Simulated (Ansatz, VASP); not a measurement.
## Two plane-wave programs on CsH2

```
CELL_PARAMETERS angstrom
4.01783 0.00000 0.00000
0.00000 4.01783 0.00000
0.00000 0.00000 7.44937
ATOMIC_POSITIONS crystal
Cs 0.00000 0.50000 0.74566
Cs 0.50000 0.00000 0.25434
H 0.00000 0.00000 0.00000
H 0.50000 0.50000 0.00000
H 0.00000 0.50000 0.09867
H 0.50000 0.00000 0.90133
```

Alike in both runs: functional PBE; k mesh 4 × 4 × 4; occupations gaussian, width 0.1 eV; no spin polarisation.

Ansatz relaxed the structure, and its values are those at the end. VASP's run is a single point on that final structure, the one shown.

|  | VASP | Ansatz |
| --- | --- | --- |
| version | VASP 6.6.1 | Ansatz 0.2.0 |
| potentials or method | VASP PAW PBE potentials, release 64 (Cs_sv, H), cutoff 520 eV | scalar-relativistic, plane waves, PAW |
| valence electrons in the cell | 22 | 22 |

Ansatz gave:

```
gap on the k mesh at the Fermi level (eV) : none
pressure (GPa)                            : 0.1
rms of the force components (eV/Å)        : 0.007
```

**Question.** Which values does VASP return?

**Answer.** gap on the k mesh at the Fermi level (eV): none; pressure (GPa): 0.1; rms of the force components (eV/Å): 0.011.

A gap of «none» marks a metal or a gap that the smearing closes.

The k mesh is coarse, so the values compare programs but aren't converged. Neither program's run includes spin-orbit coupling.
